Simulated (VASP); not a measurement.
Write the native input for VASP 6.6.1 that does the following.

| Item | Value |
| --- | --- |
| Task | single point |
| Functional | PBE |
| Potentials or basis | VASP PAW PBE potentials, release 64 (K_sv, F) |
| Cutoff | 520 eV |
| k mesh | 6 × 6 × 6 |
| Occupations | fermi-dirac, width 0.1 eV |
| Spin | non-collinear spin, typed start |
| Starting moments | [[-0.036, 0.113, 0.308], [0.0, 0.0, 0.0]] μB |
| Dipole correction | no |
| Further INCAR settings | ALGO = Normal; EDIFF = 1e-06; NBANDS = 28 |

The structure of KF lies in POSCAR:

```
KF
1.0
    3.2805381124      0.0000000000      0.0000000000
    0.0000000000      3.2805381124      0.0000000000
    0.0000000000      0.0000000000      3.2805381124
K F
1 1
Direct
    0.0000000000      0.0000000000      0.0000000000
    0.5000000000      0.5000000000      0.5000000000
```

These files were run (other wordings do the same):

INCAR

```
SYSTEM = KF
PREC = Accurate ; ENCUT = 520
EDIFF = 1E-6 ; ISMEAR = -1
SIGMA = 0.1 ; LREAL = .False.
LASPH = .True. ; NELM = 150
ALGO = Normal ; ISIF = 2
LWAVE = .False. ; LCHARG = .False.
LNONCOLLINEAR = .True. ; MAGMOM = -0.036 0.113 0.308 0 0 0
LORBIT = 11 ; GGA = PE
NBANDS = 28
```

KPOINTS

```
regular mesh
0
Gamma
  6 6 6
  0 0 0
```

Potentials or basis: VASP PAW PBE potentials, release 64 (K_sv, F).

Launch:

```bash
$ cat potpaw_PBE.64/K_sv/POTCAR potpaw_PBE.64/F/POTCAR > POTCAR
$ mpirun -np 1 vasp_ncl > vasp.out
```

Results of the run:

- Pressure: -0.6 GPa
- Band gap on the k mesh: 6.12 eV (least direct gap 6.18 eV)
- Net moment: 0.00 μB per cell
- Valence electrons inside the program's atomic spheres: K 7.57; F 6.07

It took 100 s on 1 thread of Intel(R) Xeon(R) Platinum 8259CL CPU @ 2.50GHz (Skylake/Cascade Lake), with other jobs on the host, peak memory 0.3 GiB.
